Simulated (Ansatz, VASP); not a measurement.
**Cs: VASP beside Ansatz**

Contents of INCAR:

```
SYSTEM = Cs
AGGAC    = 1.0          
AGGAX    = 1.0          
ALDAC    = 0.0          
ALDAX    = 1.0          
ALGO     = Normal         ! electronic algorithm
EDIFF    = 1E-6           ! SCF threshold, eV
ENCUT    = 520            ! plane-wave cutoff, eV
GGA      = B5             ! functional
ISIF     = 2              ! what is computed and relaxed
ISMEAR   = -1             ! smearing method
LASPH    = .True.         ! aspherical terms in the spheres
LCHARG   = .True.         ! write CHGCAR
LELF     = .True.         ! ELF
LREAL    = .False.        ! projectors in reciprocal space
LVHAR    = .True.       
LWAVE    = .False.        ! write WAVECAR
NBANDS   = 16             ! bands
NELM     = 60             ! most SCF steps
PREC     = Accurate       ! precision mode
SIGMA    = 0.1            ! smearing width, eV
```

KPOINTS

```
k-points
0
Gamma
  8 8 4
  0 0 0
```

File POSCAR:

```
Cs
1.0
    5.7535430879      0.0000000000      0.0000000000
   -2.8767715439      4.9827144759      0.0000000000
    0.0000000000      0.0000000000      9.4085440335
Cs
2
Direct
    0.3333333333      0.6666666667      0.2500000000
    0.6666666667      0.3333333333      0.7500000000
```

Input for Ansatz:

```yaml
crystal:
  lattice:
    - [5.7535430879, 0.0, 0.0]
    - [-2.8767715439, 4.9827144759, 0.0]
    - [0.0, 0.0, 9.4085440335]
  atoms:
    - { symbol: Cs, position: [0.3333333333, 0.6666666667, 0.25] }
    - { symbol: Cs, position: [0.6666666667, 0.3333333333, 0.75] }
hamiltonian:
  xc: blyp
  pseudopotentials:
    kind: paw
    azcp:
      Cs: "pseudopotentials/Cs.paw.azcp"
basis:
  ecutwfc: 420
  fft_grid_basis: typed
kpoints:
  mp_grid: { grid: [8, 8, 4], shift: [0, 0, 0] }
magnetization:
  spin_polarized: false
scf:
  occupations: { method: fermi_dirac, width: 0.1 }
  lower_state_search: "off"
output:
  stress: true
```

Alike in both runs: task single point; functional BLYP; k mesh 8 × 8 × 4; occupations fermi-dirac, width 0.1 eV; no spin polarisation.

|  | VASP | Ansatz |
| --- | --- | --- |
| version | VASP 6.6.1 | Ansatz 0.2.0 |
| potentials or method | VASP PAW PBE potentials, release 64 (Cs_sv), cutoff 520 eV | plane waves (420 eV) with PAW, scalar-relativistic |
| valence electrons in the cell | 18 | 18 |

```tsv
	VASP	Ansatz	Ansatz less VASP
pressure (GPa)	-0.1	-0.1	0.00
```

VASP's potentials were made for PBE, not for BLYP.

Neither program's run includes spin-orbit coupling.
